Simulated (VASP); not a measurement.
Here is a VASP 6.6.1 calculation.

Contents of INCAR:

```
SYSTEM = NbP
PREC = Accurate
ENCUT = 520
EDIFF = 1E-7
ISMEAR = -1
SIGMA = 0.05
LREAL = .False.
LASPH = .True.
NELM = 60
ALGO = Normal
ISIF = 2
LWAVE = .False.
LCHARG = .False.
GGA = RE
IVDW = 12
NBANDS = 26
```

The input KPOINTS:

```
Automatic mesh
0
Gamma
  11 11 11
  0 0 0
```

POSCAR

```
NbP
1.0
   -1.6487424611      1.6487424611      5.5683657535
    1.6487424611     -1.6487424611      5.5683657535
    1.6487424611      1.6487424611     -5.5683657535
Nb P
2 2
Direct
    0.2504263772      0.7504263772      0.5000000000
    0.5004263772      0.5004263772      0.0000000000
    0.8322021928      0.3322021928      0.5000000000
    0.0822021928      0.0822021928      0.0000000000
```

Potentials or basis: VASP PAW PBE potentials, release 64 (Nb_sv, P).

The run is started by

```sh
$ cat potpaw_PBE.64/Nb_sv/POTCAR potpaw_PBE.64/P/POTCAR > POTCAR
$ mpirun -np 1 vasp_std > vasp.out
```

(1) What does it give for the band gap on the k mesh?

(2) What does it give for the pressure?

(3) Predict the dispersion energy per atom.

Results:

(1) 0.05 eV (least direct gap 0.09 eV).

(2) -0.6 GPa.

(3) -1.256 eV.

Caveat: the PAW data sets were made with another functional, which shifts forces and pressure a little; an odd mesh through Γ misses points on the zone boundary, where band edges can lie.
